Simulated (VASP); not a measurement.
Cd, 1 atom in the cell. It takes space group Immm (No. 71, orthorhombic). Conventional cell: a = 3.121 Å, b = 3.153 Å, c = 4.436 Å, α = 90.00°, β = 90.00°, γ = 90.00°. Cd (site symmetry mmm) has 12 Cd at 3.12 to 3.15 Å within 4.1 Å.  This cell differs from its parent crystal: strain -0.0100 x Voigt [0, 0, 0, 0, 1, 0].

```yaml
Program: VASP 6.6.1
Task: single point
Functional: PBE
Potentials_or_basis: VASP PAW PBE potentials, release 64 (Cd)
Cutoff: 520 eV
k_mesh: 18 × 18 × 18
Occupations: gaussian, width 0.15 eV
Spin: no spin polarisation
Dipole_correction: no
Further_INCAR_settings: ALGO = Fast; EDIFF = 1e-06; NBANDS = 12
```

Potentials or basis: VASP PAW PBE potentials, release 64 (Cd).

Command:

```console
$ cat potpaw_PBE.64/Cd/POTCAR > POTCAR
$ mpirun -np 1 vasp_std > vasp.out
```

Hardware: 1 thread of Intel Xeon 6975P-C, on a shared host.

Question: Estimate the wall time of this run.

Answer: Run time: 94 s on 1 thread of Intel Xeon 6975P-C (shared host), peak memory 0.32 GiB. Counts: scf iterations 11, k points 865.
